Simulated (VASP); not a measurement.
# Be2ZnSe3 in VASP: settings compared

The runs below take Be2ZnSe3 through single point, with PBE, r2SCAN.

All numbers are computed with VASP 6.6.1; they aren't measurements. Logs are shortened: lines on timing, memory, paths and dates and some standing lists are left out, and cuts for length are marked.

## 1. The cell of the first run

The typed cell holds 12 atoms: a = 3.789 Å, b = 7.571 Å, c = 8.517 Å, α = 102.86°, β = 102.85°, γ = 90.05°.

## 2. Single point, PBE

INCAR

```
SYSTEM = Be2ZnSe3
PREC = Accurate
ENCUT = 520
EDIFF = 1E-6
ISMEAR = 0
SIGMA = 0.1
LREAL = .False.
LASPH = .True.
NELM = 60
ALGO = Normal
ISIF = 2
LWAVE = .False.
LCHARG = .False.
GGA = PE
NBANDS = 46
```

KPOINTS

```
Automatic mesh
0
Gamma
  4 2 4
  0 0 0
```

POSCAR

```
Be2ZnSe3
1.0
    3.7886148867      0.0015227321      0.0001919621
   -0.0029622573     -7.5710647711      0.0023560049
   -1.8940121073      1.8940862133     -8.0852979619
Be Zn Se
4 2 6
Direct
    0.1722581258      0.5858405896      0.3441321604
    0.1726243972      0.0859372091      0.3443151641
    0.8275163133      0.9140253073      0.6557752088
    0.8276134007      0.4141211023      0.6559021352
    0.5002561484      0.7502109350      0.0000571685
    0.5000950360      0.2500756080      0.0000494262
    0.0958100770      0.7977143059      0.1912659092
    0.0955992817      0.2976404716      0.1912245336
    0.4040653165      0.9521907037      0.8086126770
    0.4042340929      0.4522461307      0.8087332300
    0.7499363798      0.6249604883      0.4999382724
    0.7499914309      0.1250371486      0.4999941147
```

Potentials or basis: VASP PAW PBE potentials, release 64 (Be, Zn, Se).

Started as:

```
$ cat potpaw_PBE.64/Be/POTCAR potpaw_PBE.64/Zn/POTCAR potpaw_PBE.64/Se/POTCAR > POTCAR
$ mpirun -np 1 vasp_std > vasp.out
```

OUTCAR:

```text
SYSTEM = Be2ZnSe3
   PREC = Accurate
   ENCUT = 520
   EDIFF = 1E-6
   ISMEAR = 0
   LREAL = .False.
   LASPH = .True.
   NELM = 60
   ISIF = 2
   GGA = PE

 ion  position               nearest neighbor table
   1  0.172  0.586  0.344-   8 2.26   7 2.26  11 2.27  11 2.28
   2  0.173  0.086  0.344-   7 2.26   8 2.26  12 2.27  12 2.28
   3  0.828  0.914  0.656-   9 2.26   9 2.26  11 2.27  12 2.27
   4  0.828  0.414  0.656-  10 2.26  10 2.26  11 2.27  12 2.27
   5  0.500  0.750  0.000-  10 2.44   7 2.44   9 2.44   7 2.45
   6  0.500  0.250  0.000-   9 2.44   8 2.44  10 2.45   8 2.45
   7  0.096  0.798  0.191-   2 2.26   1 2.26   5 2.44   5 2.45
   8  0.096  0.298  0.191-   1 2.26   2 2.26   6 2.44   6 2.45
   9  0.404  0.952  0.809-   3 2.26   3 2.26   6 2.44   5 2.44
  10  0.404  0.452  0.809-   4 2.26   4 2.26   5 2.44   6 2.45
  11  0.750  0.625  0.500-   3 2.27   4 2.27   1 2.27   1 2.28
  12  0.750  0.125  0.500-   2 2.27   3 2.27   4 2.27   2 2.28

  LATTYP: Found a triclinic cell.
 ALAT       =    10.0622658181
 B/A-ratio  =     1.6501604349
 C/A-ratio  =     0.3765171052
 COS(alpha) =     0.0002836973
 COS(beta)  =     0.5647113326
 COS(gamma) =     0.7396785802

  Lattice vectors:

 A1 = (  -5.6826269940,   1.8925634812,  -8.0854899240)
 A2 = (  -0.0023715852,  -3.7813696124, -16.1680479568)
 A3 = (  -3.7886148867,  -0.0015227321,  -0.0001919621)

Analysis of symmetry for initial positions (statically):
=====================================================================
 Subroutine PRICEL returns:
 Original cell was already a primitive cell.

 Routine SETGRP: Setting up the symmetry group for a
 triclinic supercell.

 Subroutine GETGRP returns: Found  1 space group operations
 (whereof  1 operations were pure point group operations)
 out of a pool of  2 trial point group operations.

The static configuration has the point symmetry C_1 .

Analysis of symmetry for dynamics (positions and initial velocities):
=====================================================================
 Subroutine PRICEL returns:
 Original cell was already a primitive cell.

 Routine SETGRP: Setting up the symmetry group for a
 triclinic supercell.

 Subroutine GETGRP returns: Found  1 space group operations
 (whereof  1 operations were pure point group operations)
 out of a pool of  2 trial point group operations.

The dynamic configuration has the point symmetry C_1 .

 Subroutine INISYM returns: Found  1 space group operations
 (whereof  1 operations are pure point group operations),
 and found     1 'primitive' translations

----------------------------------------------------------------------------------------

                                     Primitive cell

  volume of cell :     231.8978

  direct lattice vectors                    reciprocal lattice vectors
     3.788614887  0.001522732  0.000191962     0.263951890 -0.000122524 -0.061860447
    -0.002962257 -7.571064771  0.002356005     0.000054659 -0.132091473 -0.030956950
    -1.894012107  1.894086213 -8.085297962     0.000006283 -0.000038494 -0.123691769

  length of vectors
     3.788615198  7.571065717  8.517446071     0.271103911  0.135670531  0.123691775

  position of ions in fractional coordinates (direct lattice)
     0.172258126  0.585840590  0.344132160
     0.172624397  0.085937209  0.344315164
     0.827516313  0.914025307  0.655775209
     0.827613401  0.414121102  0.655902135
     0.500256148  0.750210935  0.000057168
     0.500095036  0.250075608  0.000049426
     0.095810077  0.797714306  0.191265909
     0.095599282  0.297640472  0.191224534
     0.404065317  0.952190704  0.808612677
     0.404234093  0.452246131  0.808733230
     0.749936380  0.624960488  0.499938272
     0.749991431  0.125037149  0.499994115

  ion indices of the primitive-cell ions
   primitive index   ion index
                 1           1
                 2           2
                 3           3
                 4           4
                 5           5
                 6           6
                 7           7
                 8           8
                 9           9
                10          10
                11          11
                12          12

----------------------------------------------------------------------------------------

 KPOINTS: Automatic mesh

Automatic generation of k-mesh.
 Grid dimensions read from file:
 generate k-points for:    4    2    4

 Generating k-lattice:

  Cartesian coordinates                     Fractional coordinates (reciprocal lattice)
     0.065987973 -0.000030631 -0.015465112     0.250000000  0.000000000  0.000000000
     0.000027330 -0.066045736 -0.015478475    -0.000000000  0.500000000  0.000000000
     0.000001571 -0.000009623 -0.030922942     0.000000000 -0.000000000  0.250000000

  Length of vectors
     0.067775978  0.067835265  0.030922944

  Shift w.r.t. Gamma in fractional coordinates (k-lattice)
     0.000000000  0.000000000  0.000000000

 Subroutine IBZKPT returns following result:
 ===========================================

 Found     20 irreducible k-points:

 Following reciprocal coordinates:
            Coordinates               Weight
  0.000000  0.000000  0.000000      1.000000
  0.250000  0.000000  0.000000      2.000000
  0.500000  0.000000  0.000000      1.000000
  0.000000  0.500000  0.000000      1.000000
  0.250000  0.500000  0.000000      2.000000
  0.500000  0.500000 -0.000000      1.000000
[... 12 lines left out ...]
  0.250000  0.500000  0.500000      2.000000
  0.500000  0.500000  0.500000      1.000000
   k-points           NKPTS =     20   k-points in BZ     NKDIM =     20   number of bands    NBANDS=     46
   number of dos      NEDOS =    301   number of ions     NIONS =     12
   total plane-waves  NPLWV = 100352
   dimension x,y,z NGX =    28 NGY =   56 NGZ =   64
   dimension x,y,z NGXF=    56 NGYF=  112 NGZF=  128
   ions per type =               4   2   6
   NGX,Y,Z   is equivalent  to a cutoff of  12.29, 12.30, 12.49 a.u.
   NGXF,Y,Z  is equivalent  to a cutoff of  24.57, 24.59, 24.98 a.u.
 SYSTEM =  Be2ZnSe3
   PREC   = accura    normal or accurate (medium, high low for compatibility)
   ISTART =      0    job   : 0-new  1-cont  2-samecut
   ICHARG =      2    charge: 1-file 2-atom 10-const
   ISPIN  =      1    spin polarized calculation?
   LNONCOLLINEAR =      F non collinear calculations
   LSORBIT =      F    spin-orbit coupling
   LASPH  =      T    aspherical Exc in radial PAW
   ENCUT  =  520.0 eV  38.22 Ry    6.18 a.u.   7.04 14.08 15.84*2*pi/ulx,y,z
   NELM   =     60;   NELMIN=  2; NELMDL= -5     # of ELM steps
   EDIFF  = 0.1E-05   stopping-criterion for ELM
   LREAL  =      F    real-space projection
   EDIFFG = 0.1E-04   stopping-criterion for IOM
   NSW    =      0    number of steps for IOM
   IBRION =     -1    ionic relax: 0-MD 1-quasi-New 2-CG
   NFREE  =      0    steps in history (QN), initial steepest desc. (CG)
   ISIF   =      2    stress and relaxation
   ISYM   =      2    0-nonsym 1-usesym 2-fastsym
   POTIM  = 0.5000    time-step for ionic-motion
   TEBEG  =    0.0;   TEEND  =   0.0 temperature during run
   PSTRESS=    0.0 pullay stress
   NELECT =      68.0000    total number of electrons
   NUPDOWN=      -1.0000    fix difference up-down
   EMIN   =  10.00;   EMAX   =-10.00  energy-range for DOS
   EFERMI =   0.00;   METHOD = LEGACY
   ISMEAR =     0;   SIGMA  =   0.10  broadening in eV -4-tet -1-fermi 0-gaus
   EFERMI_NEDOS =   21; number of points for ismear=-14 and -15
   IALGO  =     38    algorithm
   IMIX   =      4    mixing-type and parameters
     AMIX     =   0.40;   BMIX     =  1.00
     AMIX_MAG =   1.60;   BMIX_MAG =  1.00
  volume/ion in A,a.u.               =      19.32       130.41
  Fermi-wavevector in a.u.,A,eV,Ry     =   1.087624  2.055312 16.094697  1.182927
  Thomas-Fermi vector in A             =   2.223788
   LORBIT       =      0    0 simple, 1 ext, 2 COOP (PROOUT), +10 PAW based schemes
   GGA     = PE    functional components
   LHFCALC =     F    Hartree Fock is set to
   AEXX    =    0.0000 exact exchange contribution
   IVDW    =     0    specifies the selected vdW correction
   LEPSILON=     F    determine dielectric tensor
   LRPA    =     F    only Hartree local field effects (RPA)
 non-spin polarized calculation
 Gauss-broadening in eV      SIGMA  =   0.10
  energy-cutoff  :      520.00
  volume of cell :      231.90
 maximum number of plane-waves:      6278
   NGX = 15   NGY = 29   NGZ = 31

 number of electron      68.0000029 magnetization

 Free energy of the ion-electron system (eV)
  ---------------------------------------------------
  ext. energy  EPLUGINS =         0.00000000
  ---------------------------------------------------
  free energy    TOTEN  =       -47.06105382 eV

  energy without entropy =      -47.06105382  energy(sigma->0) =      -47.06105382

 E-fermi :   3.0914     XC(G=0):  -9.3144

 val. band max:        2.6069384374   @ k =   0.0000   0.0000   0.0000
 cond. band min:       5.2282360019   @ k =   0.0000   0.0000   0.5000
 fundamental gap:      2.6212975645
 Fermi energy:         3.0914321668

 k-point     1 :       0.0000    0.0000    0.0000
  band No.  band energies     occupation
      1     -10.9626      2.00000
      2     -10.0581      2.00000
      3      -9.9167      2.00000
      4      -9.8807      2.00000
      5      -9.8568      2.00000
      6      -9.7616      2.00000
[... 38 lines left out ...]
     45       7.9651      0.00000
     46       8.0577      0.00000

 k-point     2 :       0.2500    0.0000    0.0000
  band No.  band energies     occupation
      1     -10.6139      2.00000
      2      -9.9843      2.00000
      3      -9.7298      2.00000
      4      -9.6992      2.00000
      5      -9.6735      2.00000
      6      -9.6383      2.00000
[... 38 lines left out ...]
     45       8.6245      0.00000
     46       9.0441      0.00000

 k-point     3 :       0.5000    0.0000    0.0000
  band No.  band energies     occupation
      1      -9.9185      2.00000
      2      -9.8832      2.00000
      3      -9.8589      2.00000
      4      -9.5219      2.00000
      5      -9.4998      2.00000
      6      -9.4659      2.00000
[... 38 lines left out ...]
     45       8.4991      0.00000
     46       8.7971      0.00000

 k-point     4 :       0.0000    0.5000    0.0000
  band No.  band energies     occupation
      1     -10.6134      2.00000
      2     -10.6127      2.00000
      3      -9.9836      2.00000
      4      -9.9835      2.00000
      5      -9.6373      2.00000
      6      -9.6366      2.00000
[... 724 lines left out ...]
     45       8.6604      0.00000
     46       8.6610      0.00000

 k-point    19 :       0.2500    0.5000    0.5000
  band No.  band energies     occupation
      1     -10.2770      2.00000
      2     -10.1885      2.00000
      3     -10.0512      2.00000
      4      -9.9091      2.00000
      5      -9.5076      2.00000
      6      -9.4554      2.00000
[... 38 lines left out ...]
     45       8.9552      0.00000
     46       9.1445      0.00000

 k-point    20 :       0.5000    0.5000    0.5000
  band No.  band energies     occupation
      1      -9.7303      2.00000
      2      -9.7302      2.00000
      3      -9.7012      2.00000
      4      -9.7011      2.00000
      5      -9.6753      2.00000
      6      -9.6740      2.00000
[... 38 lines left out ...]
     45       9.2706      0.00000
     46       9.2708      0.00000

------------------------ aborting loop because EDIFF is reached ----------------------------------------

  FORCE on cell =-STRESS in cart. coord.  units (eV):
  Direction    XX          YY          ZZ          XY          YZ          ZX
  --------------------------------------------------------------------------------------
  -------------------------------------------------------------------------------------
  Total        0.2721282      0.3945048      0.2602458     -0.0342587      0.0397578     -0.0190868
  in kB        1.8801290      2.7256264      1.7980331     -0.2366928      0.2746861     -0.1318700
  external PRESSURE =       2.1345962 kB  Pullay stress =       0.0000000 kB

 VOLUME and BASIS-vectors are now :
 -----------------------------------------------------------------------------
  energy-cutoff  :      520.00
  volume of cell :      231.90
      direct lattice vectors                 reciprocal lattice vectors
     3.788614887  0.001522732  0.000191962     0.263951890 -0.000122524 -0.061860447
    -0.002962257 -7.571064771  0.002356005     0.000054659 -0.132091473 -0.030956950
    -1.894012107  1.894086213 -8.085297962     0.000006283 -0.000038494 -0.123691769

 POSITION                                       TOTAL-FORCE (eV/Angst)
 -----------------------------------------------------------------------------------
     -0.00091     -3.78336     -2.78100        -0.004106     -0.004184      0.002184
      0.00162      0.00179     -2.78366        -0.009692     -0.003017      0.008859
      1.89039     -5.67679     -5.29983         0.002789      0.001696     -0.005097
      1.89200     -1.89174     -5.30203         0.004164      0.002568     -0.003415
      1.89295     -5.67903      0.00140        -0.001954      0.001363     -0.000448
      1.89383     -1.89248      0.00029        -0.002553     -0.000714      0.001433
     -0.00164     -5.67713     -1.54454         0.000875      0.000135     -0.017536
     -0.00087     -1.89111     -1.54539         0.003253      0.001565     -0.018453
     -0.00349     -5.67690     -6.53555        -0.000143      0.000056      0.016311
     -0.00160     -1.89156     -6.53771        -0.001984      0.000767      0.017170
      1.89248     -3.78355     -4.04053         0.002476     -0.000368      0.000934
      1.89406      0.00151     -4.04216         0.006874      0.000131     -0.001943
 -----------------------------------------------------------------------------------
    total drift:                               -0.000034      0.000065      0.000161

  FREE ENERGIE OF THE ION-ELECTRON SYSTEM (eV)
  ---------------------------------------------------
  free  energy   TOTEN  =       -47.0610538218 eV

  energy  without entropy=      -47.0610538218  energy(sigma->0) =      -47.06105382
```

It took 98 s on 1 thread of AMD EPYC 9R45 (Zen 5), shared host; peak memory 0.38 GiB.

Results:

- Free energy: -47.0611 eV
- Pressure: 0.2 GPa
- Largest force: 0.019 eV/Å
- Band gap on the k mesh: 2.62 eV

Forces in eV/Å, atoms in the order of the input:
```
Be  -0.004 -0.004  0.002
Be  -0.010 -0.003  0.009
Be   0.003  0.002 -0.005
Be   0.004  0.003 -0.003
Zn  -0.002  0.001  0.000
Zn  -0.003 -0.001  0.001
Se   0.001  0.000 -0.018
Se   0.003  0.002 -0.018
Se   0.000  0.000  0.016
Se  -0.002  0.001  0.017
Se   0.002  0.000  0.001
Se   0.007  0.000 -0.002
```

Stress tensor (GPa, compression positive):
```
 0.19 -0.02 -0.01
-0.02  0.27  0.03
-0.01  0.03  0.18
```

Levels at points of the mesh, in eV from the valence-band top:
| k point | band 31 | band 32 | band 33 | band 34 | band 35 | band 36 | band 37 | band 38 |
| --- | --- | --- | --- | --- | --- | --- | --- | --- |
| (0.00, 0.00, 0.00) | -0.48 | -0.23 | -0.01 | 0.00 | 2.65 | 2.91 | 3.27 | 3.46 |
| (0.50, 0.00, 0.00) | -1.49 | -1.48 | -1.05 | -0.47 | 2.70 | 3.27 | 3.49 | 4.32 |
| (0.00, 0.50, 0.00) | -0.96 | -0.96 | -0.23 | -0.23 | 3.69 | 3.70 | 3.86 | 3.86 |
| (0.50, 0.50, 0.00) | -1.85 | -1.85 | -1.59 | -1.58 | 3.48 | 3.48 | 4.12 | 4.12 |
| (0.00, 0.00, 0.50) | -1.05 | -0.53 | -0.52 | -0.48 | 2.62 | 3.26 | 3.73 | 4.01 |
| (0.50, 0.00, 0.50) | -1.49 | -1.48 | -1.05 | -0.47 | 2.70 | 3.27 | 3.48 | 4.32 |
| (0.00, 0.50, 0.50) | -0.60 | -0.60 | -0.40 | -0.40 | 3.37 | 3.37 | 3.56 | 3.56 |
| (0.50, 0.50, 0.50) | -1.85 | -1.85 | -1.58 | -1.58 | 3.48 | 3.48 | 4.12 | 4.12 |

Caveat: the k points lie up to 0.43 Å⁻¹ apart. A k mesh can miss the band edges.

(Part 1 of 2 ends here.)
